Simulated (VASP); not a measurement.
Here is a VASP 6.6.1 calculation.

INCAR

```
SYSTEM = K
PREC = Accurate
ENCUT = 520
EDIFF = 1E-6
ISMEAR = -1
SIGMA = 0.1
LREAL = .False.
LASPH = .True.
NELM = 80
ALGO = Normal
ISIF = 2
LWAVE = .False.
LCHARG = .False.
NBANDS = 10
```

KPOINTS

```
regular mesh
0
Gamma
  13 13 13
  0 0 0
```

Contents of POSCAR:

```
K
1.0
    3.9316394452      0.0000000000      0.0000000000
    0.0000000000      3.9316394452      0.0000000000
    0.0000000000      0.0000000000      3.9316394452
K
1
Direct
    0.0000000000      0.0000000000      0.0000000000
```

Potentials or basis: VASP PAW LDA potentials, release 64 (K_sv).

Command:

```sh
$ cat potpaw_LDA.64/K_sv/POTCAR > POTCAR
$ mpirun -np 1 vasp_std > vasp.out
```

Q: What does it give for the pressure?

A: 0.5 GPa.
